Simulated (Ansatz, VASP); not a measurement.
**RbBr in VASP and in Ansatz**

```
Rb Br
1.0
     0.00000    3.39092    3.46083
     3.46083    0.00000    3.46083
     3.46083    3.39092    0.00000
Rb Br
1 1
Cartesian
  0.0000 0.0000 0.0000
  3.4608 3.3909 3.4608
```

Change from the starting cell: uniaxial_y strain -2.0%.

Alike in both runs: task single point; functional HSE06; k mesh 4 × 4 × 4; no spin polarisation.

|  | VASP | Ansatz |
| --- | --- | --- |
| version | VASP 6.6.1 | Ansatz 0.2.0 |
| potentials or method | VASP PAW PBE potentials, release 64 (Rb_sv, Br) | plane waves, PAW |
| plane-wave cutoff (eV) | 520 | 420 |
| occupations | gaussian, width 0.01 eV | fixed |
| valence electrons in the cell | 16 | 16 |

```tsv
	VASP	Ansatz	Ansatz less VASP
gap on the k mesh at the Fermi level (eV)	5.48	5.48	+0.001
pressure (GPa)	0.6	0.6	-0.01
traceless stress, the component that is largest in VASP (GPa)	0.45	0.45	-0.003
```

Ansatz's warnings: stress exchange threshold loose, stress scf threshold loose.
